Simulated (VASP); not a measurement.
Set up this calculation in VASP 6.6.1, as the native input.

* Task: relaxation of shape and atoms at fixed volume
* Functional: PBEsol
* Potentials or basis: VASP PAW PBE potentials, release 64 (Mg)
* Cutoff: 600 eV
* k mesh: 18 × 18 × 8
* Occupations: gaussian, width 0.1 eV
* Spin: no spin polarisation
* Dipole correction: no
* Further INCAR settings: ALGO = Normal; EDIFF = 1e-06; IBRION = 2; EDIFFG = -0.01; NSW = 50; ISIF = 4

The structure of Mg lies in POSCAR:

```
Mg
1.0
    3.1221260886      0.0000000000      0.0000000000
   -1.5610630443      2.7038405065      0.0000000000
    0.0000000000      0.0000000000      5.0092052453
Mg
2
Direct
    0.3333333333      0.6666666667      0.2500000000
    0.6666666667      0.3333333333      0.7500000000
```

These files were run (other wordings do the same):

INCAR

```
PREC     = Accurate       # precision mode
ENCUT    = 600            # plane-wave cutoff, eV
EDIFF    = 1E-6           # SCF threshold, eV
ISMEAR   = 0              # smearing method
SIGMA    = 0.1            # smearing width, eV
LREAL    = F              # projectors in reciprocal space
LASPH    = T              # aspherical terms in the spheres
NELM     = 100            # most SCF steps
ALGO     = Normal         # electronic algorithm
ISIF     = 4              # what is computed and relaxed
LWAVE    = F              # write WAVECAR
LCHARG   = F              # write CHGCAR
GGA      = PS             # functional
IBRION   = 2              # ionic algorithm
NSW      = 50             # ionic steps
EDIFFG   = -0.01          # ionic threshold
```

KPOINTS

```
regular mesh
0
Gamma
  18 18 8
```

Potentials or basis: VASP PAW PBE potentials, release 64 (Mg).

The run is started by

```console
$ cat potpaw_PBE.64/Mg/POTCAR > POTCAR
$ mpirun -np 1 vasp_std > vasp.out
```

Results of the run:

```
Pressure after relaxing : 2.6 GPa
Band gap on the k mesh  : zero (bands 2 and 3 overlap by 2.14 eV)
```

Caveat: the PAW data sets were made with another functional, which shifts forces and pressure a little.

It took 37 s on 1 thread of AMD EPYC 7R13 Processor (Zen 3), with other jobs on the host, peak memory 0.19 GiB.
